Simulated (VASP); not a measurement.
# Bi (R-3m) in VASP: further runs

Runs on Bi. Level: PBEsol. Tasks: single point, relaxation of cell and atoms.

All numbers are computed with VASP 6.6.1; they aren't measurements. Logs are shortened: lines on timing, memory, paths and dates and some standing lists are left out, and cuts for length are marked.

### 1 The cell of the first run

It takes space group R-3m (No. 166, trigonal). Conventional cell: a = 4.517 Å, b = 4.517 Å, c = 11.794 Å, α = 90.00°, β = 90.00°, γ = 120.00°. Bi (site symmetry 3m) has 6 Bi at 3.06 to 3.49 Å within 4.0 Å.

### 2 Single point, PBEsol

INCAR reads:

```
  PREC = Accurate
  ENCUT = 520
  EDIFF = 1E-6
  ISMEAR = 0
  SIGMA = 0.1
  LREAL = F
  LASPH = T
  NELM = 60
  ALGO = Normal
  ISIF = 2
  LWAVE = F
  LCHARG = F
  GGA = PS
  NBANDS = 22
```

KPOINTS reads:

```
Automatic mesh
0
Gamma
  6 6 6
```

POSCAR reads:

```
Bi
1.0
    4.7177231913      0.0038364124      0.0026598455
    2.5516397213      3.9681307389      0.0026598455
    2.5516397213      1.3942114703      3.7151370112
Bi
2
Direct
    0.2348001449      0.2348001449      0.2348001449
    0.7651998551      0.7651998551      0.7651998551
```

Potentials or basis: VASP PAW PBE potentials, release 64 (Bi_d).

Command:

```
$ cat potpaw_PBE.64/Bi_d/POTCAR > POTCAR
$ mpirun -np 1 vasp_std > vasp.out
```

OUTCAR:

```text
PREC = Accurate
   ENCUT = 520
   EDIFF = 1E-6
   ISMEAR = 0
   LREAL = F
   LASPH = T
   NELM = 60
   ISIF = 2
   GGA = PS

 ion  position               nearest neighbor table
   1  0.235  0.235  0.235-   2 3.06   2 3.06   2 3.06   2 3.49   2 3.49   2 3.49
   2  0.765  0.765  0.765-   1 3.06   1 3.06   1 3.06   1 3.49   1 3.49   1 3.49

  LATTYP: Found a trigonal (rhomboedric) cell.
 ALAT       =     4.7177255010
 COS(alpha) =     0.5415463065

  Lattice vectors:

 A1 = (   4.7177231913,   0.0038364124,   0.0026598455)
 A2 = (   2.5516397213,   3.9681307389,   0.0026598455)
 A3 = (   2.5516397213,   1.3942114703,   3.7151370112)

Analysis of symmetry for initial positions (statically):
=====================================================================
 Subroutine PRICEL returns:
 Original cell was already a primitive cell.

 Routine SETGRP: Setting up the symmetry group for a
 trigonal (rhombohedral) supercell.

 Subroutine GETGRP returns: Found 12 space group operations
 (whereof 12 operations were pure point group operations)
 out of a pool of 12 trial point group operations.

The static configuration has the point symmetry D_3d.

Analysis of symmetry for dynamics (positions and initial velocities):
=====================================================================
 Subroutine PRICEL returns:
 Original cell was already a primitive cell.

 Routine SETGRP: Setting up the symmetry group for a
 trigonal (rhombohedral) supercell.

 Subroutine GETGRP returns: Found 12 space group operations
 (whereof 12 operations were pure point group operations)
 out of a pool of 12 trial point group operations.

The dynamic configuration has the point symmetry D_3d.

 Subroutine INISYM returns: Found 12 space group operations
 (whereof 12 operations are pure point group operations),
 and found     1 'primitive' translations

----------------------------------------------------------------------------------------

                                     Primitive cell

  volume of cell :      69.4781

  direct lattice vectors                    reciprocal lattice vectors
     4.717723191  0.003836412  0.002659845     0.212130823 -0.136343794 -0.094529314
     2.551639721  3.968130739  0.002659845    -0.000151766  0.252168780 -0.094529314
[... 79 lines left out ...]
   ISPIN  =      1    spin polarized calculation?
   LNONCOLLINEAR =      F non collinear calculations
   LSORBIT =      F    spin-orbit coupling
   LASPH  =      T    aspherical Exc in radial PAW
   ENCUT  =  520.0 eV  38.22 Ry    6.18 a.u.   8.77  8.77  8.77*2*pi/ulx,y,z
   NELM   =     60;   NELMIN=  2; NELMDL= -5     # of ELM steps
   EDIFF  = 0.1E-05   stopping-criterion for ELM
   LREAL  =      F    real-space projection
   EDIFFG = 0.1E-04   stopping-criterion for IOM
   NSW    =      0    number of steps for IOM
   IBRION =     -1    ionic relax: 0-MD 1-quasi-New 2-CG
   NFREE  =      0    steps in history (QN), initial steepest desc. (CG)
   ISIF   =      2    stress and relaxation
   ISYM   =      2    0-nonsym 1-usesym 2-fastsym
   POTIM  = 0.5000    time-step for ionic-motion
   TEBEG  =    0.0;   TEEND  =   0.0 temperature during run
   PSTRESS=    0.0 pullay stress
   NELECT =      30.0000    total number of electrons
   NUPDOWN=      -1.0000    fix difference up-down
   EMIN   =  10.00;   EMAX   =-10.00  energy-range for DOS
   EFERMI =   0.00;   METHOD = LEGACY
   ISMEAR =     0;   SIGMA  =   0.10  broadening in eV -4-tet -1-fermi 0-gaus
   EFERMI_NEDOS =   21; number of points for ismear=-14 and -15
   IALGO  =     38    algorithm
   IMIX   =      4    mixing-type and parameters
     AMIX     =   0.40;   BMIX     =  1.00
     AMIX_MAG =   1.60;   BMIX_MAG =  1.00
  volume/ion in A,a.u.               =      34.74       234.43
  Fermi-wavevector in a.u.,A,eV,Ry     =   1.237369  2.338289 20.831645  1.531083
  Thomas-Fermi vector in A             =   2.371939
   LORBIT       =      0    0 simple, 1 ext, 2 COOP (PROOUT), +10 PAW based schemes
   GGA     = PS    functional components
   LHFCALC =     F    Hartree Fock is set to
   AEXX    =    0.0000 exact exchange contribution
   IVDW    =     0    specifies the selected vdW correction
   LEPSILON=     F    determine dielectric tensor
   LRPA    =     F    only Hartree local field effects (RPA)
 non-spin polarized calculation
 Gauss-broadening in eV      SIGMA  =   0.10
  energy-cutoff  :      520.00
  volume of cell :       69.48
 maximum number of plane-waves:      1899
   NGX = 17   NGY = 17   NGZ = 17

 number of electron      30.0000003 magnetization

 Free energy of the ion-electron system (eV)
  ---------------------------------------------------
  ext. energy  EPLUGINS =         0.00000000
  ---------------------------------------------------
  free energy    TOTEN  =        -8.62588937 eV

  energy without entropy =       -8.62353400  energy(sigma->0) =       -8.62471168

 E-fermi :   6.2440     XC(G=0):  -9.7613

 val. band max:        6.2208175240   @ k =  -0.3333   0.5000   0.3333
 cond. band min:       6.7640711903   @ k =   0.5000   0.0000   0.0000
 fundamental gap:      0.5432536663
 Fermi energy:         6.2440412555

 k-point     1 :       0.0000    0.0000    0.0000
  band No.  band energies     occupation
      1     -16.5600      2.00000
      2     -16.5600      2.00000
      3     -16.4025      2.00000
      4     -16.4025      2.00000
      5     -16.3889      2.00000
      6     -16.2108      2.00000
[... 589 lines left out ...]
     21      16.3222      0.00000
     22      16.6591      0.00000

 [... further k-points ...]

------------------------ aborting loop because EDIFF is reached ----------------------------------------

  FORCE on cell =-STRESS in cart. coord.  units (eV):
  Direction    XX          YY          ZZ          XY          YZ          ZX
  --------------------------------------------------------------------------------------
  -------------------------------------------------------------------------------------
  Total       -0.0405487     -0.0300476     -0.0277266     -0.0081799     -0.0030988     -0.0056713
  in kB       -0.9350608     -0.6929035     -0.6393794     -0.1886300     -0.0714581     -0.1307802
  external PRESSURE =      -0.7557812 kB  Pullay stress =       0.0000000 kB

 VOLUME and BASIS-vectors are now :
 -----------------------------------------------------------------------------
  energy-cutoff  :      520.00
  volume of cell :       69.48
      direct lattice vectors                 reciprocal lattice vectors
     4.717723191  0.003836412  0.002659845     0.212130823 -0.136343794 -0.094529314
     2.551639721  3.968130739  0.002659845    -0.000151766  0.252168780 -0.094529314
     2.551639721  1.394211470  3.715137011    -0.000151766 -0.000082925  0.269304433

 POSITION                                       TOTAL-FORCE (eV/Angst)
 -----------------------------------------------------------------------------------
      2.30597      1.25998      0.87356         0.006302      0.003444      0.002387
      7.51503      4.10620      2.84689        -0.006302     -0.003444     -0.002387
 -----------------------------------------------------------------------------------
    total drift:                                0.000000      0.000000     -0.000000

  FREE ENERGIE OF THE ION-ELECTRON SYSTEM (eV)
  ---------------------------------------------------
  free  energy   TOTEN  =        -8.6258893677 eV

  energy  without entropy=       -8.6235340021  energy(sigma->0) =       -8.62471168
```

OSZICAR:

```text
N       E                     dE             d eps       ncg     rms          rms(c)
DAV:   1     0.304238548900E+03    0.30424E+03   -0.16290E+04  1408   0.165E+03
DAV:   2     0.168313312612E+02   -0.28741E+03   -0.28042E+03  1432   0.433E+02
DAV:   3    -0.776199003129E+01   -0.24593E+02   -0.24337E+02  1768   0.141E+02
DAV:   4    -0.860545976492E+01   -0.84347E+00   -0.84318E+00  1720   0.287E+01
DAV:   5    -0.864335763561E+01   -0.37898E-01   -0.37897E-01  2052   0.543E+00    0.108E+00
DAV:   6    -0.863087171689E+01    0.12486E-01   -0.21366E-02  1786   0.161E+00    0.627E-01
DAV:   7    -0.862589212823E+01    0.49796E-02   -0.14168E-02  1808   0.132E+00    0.120E-01
DAV:   8    -0.862587934688E+01    0.12781E-04   -0.16755E-03  1630   0.471E-01    0.192E-02
DAV:   9    -0.862589036049E+01   -0.11014E-04   -0.74307E-05  2110   0.651E-02    0.983E-03
DAV:  10    -0.862588918140E+01    0.11791E-05   -0.40341E-06  1396   0.186E-02    0.213E-03
DAV:  11    -0.862588936771E+01   -0.18631E-06   -0.45582E-07  1040   0.713E-03
   1 F= -.86258894E+01 E0= -.86247117E+01  d E =-.235537E-02
```

stdout:

```text
POSCAR found type information on POSCAR Bi
 POSCAR found :  1 types and       2 ions
 scaLAPACK will be used
 -----------------------------------------------------------------------------
|                                                                             |
|                                                                             |
|     You enforced a specific xc type in the INCAR file but a different       |
|     I HOPE YOU KNOW WHAT YOU ARE DOING!                                     |
|                                                                             |
 -----------------------------------------------------------------------------

 LDA part: xc-table for (Slater+PW92), standard interpolation
 POSCAR, INCAR and KPOINTS ok, starting setup
 FFT: planning ... GRIDC
 FFT: planning ... GRID_SOFT
 FFT: planning ... GRID
 WAVECAR not read
 entering main loop
```

Wall time 22 s (1 thread of Intel Xeon Platinum 8488C (Sapphire Rapids), shared host); peak memory 0.21 GiB.

What came out:

```
Free energy            : -8.6259 eV
Pressure               : -0.1 GPa
Largest force          : 0.008 eV/Å
Band gap on the k mesh : zero (bands 15 and 16 overlap by 0.18 eV)
```

Forces in eV/Å, atoms in the order of the input:
```
Bi   0.006  0.003  0.002
Bi  -0.006 -0.003 -0.002
```

Caveat: the PAW data sets were made with another functional, which shifts forces and pressure a little; spin-orbit coupling is left out, which moves the levels of the heavy elements.

### 3 Relaxation of cell and atoms, PBEsol

This run uses another cell than the first one, of 35.07 Å³/atom.

INCAR reads:

```
ALGO = Normal
EDIFF = 1E-6
EDIFFG = -0.03
ENCUT = 600
GGA = PS
IBRION = 2
ISIF = 3
ISMEAR = 0
LASPH = T
LCHARG = F
LREAL = F
LWAVE = F
NELM = 80
NSW = 80
PREC = Accurate
SIGMA = 0.1
```

KPOINTS reads:

```
k-points
0
Gamma
  6 6 6
```

POSCAR reads:

```
Bi
1.0
    4.7289800000      0.0000000000      0.0000000000
    2.5544918684      3.9796762600      0.0000000000
    2.5544918684      1.3957698785      3.7268820186
Bi
2
Direct
    0.2340000000      0.2340000000      0.2340000000
    0.7660000000      0.7660000000      0.7660000000
```

Potentials or basis: VASP PAW PBE potentials, release 64 (Bi_d).

Command:

```
$ cat potpaw_PBE.64/Bi_d/POTCAR > POTCAR
$ mpirun -np 1 vasp_std > vasp.out
```

Wall time 2.5 min (1 thread of Intel Xeon Platinum 8488C (Sapphire Rapids), shared host); peak memory 0.26 GiB.

The run converged. Its results:

```
Free energy                           : -8.6266 eV
Relaxed volume                        : 34.75 Å³/atom
Relaxed cell                          : a = 4.719 Å, b = 4.719 Å, c = 4.719 Å, α = 57.19°, β = 57.19°, γ = 57.19°
Space group after relaxing (to 0.1 Å) : R-3m (No. 166)
Energy gained by relaxing             : 0.6 meV/atom
Ionic steps                           : 8
Pressure after relaxing               : 0.0 GPa
Band gap on the k mesh                : zero (bands 15 and 16 overlap by 0.18 eV)
```

The path:
| step | energy change (eV) | largest force (eV/Å) | pressure (GPa) | volume (Å³) |
| --- | --- | --- | --- | --- |
| 1 | 0.0000 | 0.0539 | -0.30 | 70.14 |
| 2 | -0.0007 | 0.0690 | 0.13 | 69.47 |
| 3 | -0.0008 | 0.0709 | 0.15 | 69.52 |
| 4 | -0.0007 | 0.0681 | 0.03 | 69.61 |
| 5 | -0.0008 | 0.0658 | 0.01 | 69.57 |
| 6 | -0.0008 | 0.0672 | 0.05 | 69.54 |
| 7 | -0.0011 | 0.0360 | 0.03 | 69.52 |
| 8 | -0.0013 | 0.0017 | -0.03 | 69.50 |

Final structure:
```
CELL_PARAMETERS angstrom
4.71918 0.00483 0.00335
2.55326 3.96883 0.00335
2.55326 1.39510 3.71555
ATOMIC_POSITIONS crystal
Bi 0.23484 0.23484 0.23484
Bi 0.76516 0.76516 0.76516
```

Levels at points of the mesh, in eV from the Fermi level:
```tsv
k point	band 12	band 13	band 14	band 15	band 16	band 17	band 18	band 19
(0.00, 0.00, 0.00)	-7.37	-1.47	-1.14	-1.14	2.65	3.07	3.07	5.63
(0.50, 0.00, 0.00)	-10.51	-1.25	-1.07	-0.21	-0.20	0.51	1.03	7.54
(0.50, 0.50, 0.00)	-9.39	-4.72	-3.03	-2.87	2.41	5.07	5.51	6.95
(0.50, 0.50, 0.50)	-9.95	-0.83	-0.50	-0.50	0.72	0.72	0.78	7.09
```

Caveat: the PAW data sets were made with another functional, which shifts forces and pressure a little; spin-orbit coupling is left out, which moves the levels of the heavy elements.
